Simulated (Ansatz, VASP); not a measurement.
## One calculation of Ge, two programs

File INCAR:

```
ALGO = Normal
EDIFF = 1E-7
ENCUT = 520
ISIF = 2
ISMEAR = -1
LASPH = True
LCHARG = False
LREAL = False
LWAVE = False
NBANDS = 36
NELM = 100
PREC = Accurate
SIGMA = 0.05
```

The input KPOINTS:

```
k-points
0
Gamma
  6 6 2
```

The input POSCAR:

```
Ge
1.0
    4.0232197949      0.0000000000      0.0000000000
   -2.0116098974      3.4842105474      0.0000000000
    0.0000000000      0.0000000000     10.9195758440
Ge
4
Direct
    0.6666666667      0.3333333333      0.4148480000
    0.3333333333      0.6666666667      0.9148480000
    0.0000000000      0.0000000000      0.4774520000
    0.0000000000      0.0000000000      0.9774520000
```

The input input.yaml:

```yaml
crystal:
  lattice:
    - [4.0232197949, 0.0, 0.0]
    - [-2.0116098974, 3.4842105474, 0.0]
    - [0.0, 0.0, 10.919575844]
  atoms:
    - { symbol: Ge, position: [0.6666666667, 0.3333333333, 0.414848] }
    - { symbol: Ge, position: [0.3333333333, 0.6666666667, 0.914848] }
    - { symbol: Ge, position: [0.0, 0.0, 0.477452] }
    - { symbol: Ge, position: [0.0, 0.0, 0.977452] }
hamiltonian:
  xc: lda
  pseudopotentials: { kind: paw }
kpoints:
  mp_grid: { grid: [6, 6, 2] }
scf:
  occupations: { method: fermi_dirac, width: 0.05 }
output:
  forces: true
  stress: true
  eigenvalues: true
```

Alike in both runs: task single point; functional LDA; k mesh 6 × 6 × 2; occupations fermi-dirac, width 0.05 eV; no spin polarisation.

```csv
,VASP,Ansatz
version,VASP 6.6.1,Ansatz 0.2.0
potentials or method,"VASP PAW LDA potentials, release 64 (Ge_d)",Ansatz PAW
plane-wave cutoff (eV),520,420
valence electrons in the cell,56,56
```

VASP gave:

| Item | Value |
| --- | --- |
| gap on the k mesh at the Fermi level (eV) | none |
| pressure (GPa) | -2.0 |
| traceless stress, the component that is largest in VASP (GPa) | 0.95 |
| rms of the force components (eV/Å) | 0.124 |

Task: Which values does Ansatz return?

Result: gap on the k mesh at the Fermi level (eV): none; pressure (GPa): -2.0; traceless stress, the component that is largest in VASP (GPa): 1.00; rms of the force components (eV/Å): 0.128.

LDA's correlation is that of Perdew and Zunger in VASP and of Perdew and Wang (1992) in Ansatz. Atom by atom the forces differ by 0.004 eV/Å (rms over components). A gap of «none» marks a metal or a gap that the smearing closes.
